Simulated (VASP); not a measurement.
Here is a VASP 6.6.1 calculation.

File INCAR:

```
SYSTEM = Rh
PREC = Accurate
ENCUT = 520
EDIFF = 1E-7
ISMEAR = -1
SIGMA = 0.05
LREAL = .FALSE.
LASPH = .TRUE.
NELM = 80
ALGO = Normal
ISIF = 2
LWAVE = .FALSE.
LCHARG = .TRUE.
GGA = PS
LELF = .TRUE.
LVHAR = .TRUE.
NBANDS = 22
```

The input KPOINTS:

```
Automatic mesh
0
G
  12 12 7
  0 0 0
```

File POSCAR:

```
Rh
1.0
    2.6752290916      0.0000000000      0.0000000000
   -1.3376150356      2.3168161670      0.0000000000
    0.0000000000      0.0000000000      4.3380863070
Rh
2
Direct
    0.6666666667      0.3333333333      0.7500000000
    0.3333333333      0.6666666667      0.2500000000
```

Potentials or basis: VASP PAW PBE potentials, release 64 (Rh_pv).

The run is started by

```bash
$ cat potpaw_PBE.64/Rh_pv/POTCAR > POTCAR
$ mpirun -np 1 vasp_std > vasp.out
```

Q: Estimate the pressure.

A: 2.3 GPa.

Q: What does it give for the band gap on the k mesh?

A: Zero (bands 15 and 16 overlap by 2.53 eV).

Stress tensor (GPa, compression positive):
```
2.38 0.00 0.00
0.00 2.38 0.00
0.00 0.00 2.21
```

Caveat: the PAW data sets were made with another functional, which shifts forces and pressure a little.
